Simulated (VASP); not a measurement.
Input of a VASP 6.6.1 run:

INCAR

```
SYSTEM = Li2H
ALGO = Normal
EDIFF = 1E-6
EDIFFG = -0.01
ENCUT = 600
GGA = PE
IBRION = 2
ISIF = 3
ISMEAR = 0
LASPH = .True.
LCHARG = .False.
LREAL = .False.
LWAVE = .False.
NELM = 100
NSW = 100
PREC = Accurate
SIGMA = 0.1
```

File KPOINTS:

```
k-points
0
Gamma
  16 16 8
  0 0 0
```

The input POSCAR:

```
Li2H
1.0
    1.2757907214     -5.6222294714      0.0000000000
    1.2757907214      5.6222294714      0.0000000000
    0.0000000000      0.0000000000      4.9854333985
Li H
4 2
Direct
    0.0493920144      0.9506079856      0.2680584640
    0.9506079856      0.0493920144      0.7680584640
    0.8144977066      0.1855022934      0.3484494286
    0.1855022934      0.8144977066      0.8484494286
    0.4361461521      0.5638538479      0.4584931374
    0.5638538479      0.4361461521      0.9584931374
```

Potentials or basis: VASP PAW PBE potentials, release 64 (Li_sv, H).

Command:

```console
$ cat potpaw_PBE.64/Li_sv/POTCAR potpaw_PBE.64/H/POTCAR > POTCAR
$ mpirun -np 1 vasp_std > vasp.out
```

**Question.** What does it give for the relaxed volume?

**Answer.** 11.80 Å³/atom.

**Question.** Estimate the space group after relaxing (to 0.05 Å).

**Answer.** Cmc2_1 (No. 36).

**Question.** Estimate the band gap on the k mesh.

**Answer.** Zero (band 7 reaches 3.82 eV, above the bottom of band 8 at -0.44 eV).

**Question.** Predict the relaxed cell.

**Answer.** a = 5.785 Å, b = 5.785 Å, c = 4.918 Å, α = 90.00°, β = 90.00°, γ = 154.52°.

Step by step:
| step | energy change (eV) | largest force (eV/Å) | pressure (GPa) | volume (Å³) |
| --- | --- | --- | --- | --- |
| 1 | 0.0000 | 0.0180 | -0.23 | 71.52 |
| 2 | -0.0007 | 0.0156 | -0.18 | 71.34 |
| 3 | -0.0017 | 0.0145 | -0.01 | 70.81 |
| 4 | -0.0017 | 0.0150 | -0.01 | 70.77 |
| 5 | -0.0019 | 0.0141 | 0.01 | 70.70 |
| 6 | -0.0020 | 0.0164 | 0.05 | 70.59 |
| 7 | -0.0022 | 0.0140 | 0.03 | 70.64 |
| 8 | -0.0023 | 0.0078 | -0.03 | 70.80 |

Caveat: the cutoff is under 1.25 times the usual one of these potentials, so pressure, stress and relaxed cells hold a basis-set (Pulay) error.
